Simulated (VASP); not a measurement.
Wanted: the native input for a VASP 6.6.1 run.

| Property | Result |
| --- | --- |
| Task | single point |
| Functional | rpbe exchange, lyp correlation |
| Potentials or basis | VASP PAW PBE potentials, release 64 (In_d) |
| Cutoff | 500 eV |
| k mesh | 11 × 11 × 11 |
| Occupations | methfessel-paxton, width 0.05 eV |
| Spin | collinear spin |
| Starting moments | [-0.36] μB |
| Dipole correction | no |
| Further INCAR settings | ALGO = Normal; EDIFF = 1e-06; NBANDS = 16 |

The structure of In lies in POSCAR:

```
In
1.0
   -1.5922878321      1.5922878321      2.4232021571
    1.5922878321     -1.5922878321      2.4232021571
    1.5922878321      1.5922878321     -2.4232021571
In
1
Direct
    0.0000000000      0.0000000000      0.0000000000
```

These files were run (other wordings do the same):

INCAR

```
ALGO = Normal
EDIFF = 1E-6
ENCUT = 500
GGA = LIBXC
GGA_COMPAT = False
ISIF = 2
ISMEAR = 1
ISPIN = 2
LASPH = True
LCHARG = False
LIBXC1 = GGA_X_RPBE
LIBXC2 = GGA_C_LYP
LORBIT = 11
LREAL = False
LWAVE = False
MAGMOM = -0.36
NBANDS = 16
NELM = 200
PREC = Accurate
SIGMA = 0.05
```

KPOINTS

```
k-points
0
Gamma
  11 11 11
```

Potentials or basis: VASP PAW PBE potentials, release 64 (In_d).

Run with:

```bash
$ cat potpaw_PBE.64/In_d/POTCAR > POTCAR
$ mpirun -np 1 vasp_std > vasp.out
```

Results of the run:

```
Pressure                                              : 11.8 GPa
Net moment                                            : 0.00 μB per cell
Valence electrons inside the program's atomic spheres : In 11.42
```

Caveat: the cell stands under pressure; the PAW data sets were made with another functional, which shifts forces and pressure a little.

Wall time 37 s on 1 thread of Intel(R) Xeon(R) Platinum 8488C (Sapphire Rapids) (shared host), peak memory 0.19 GiB.
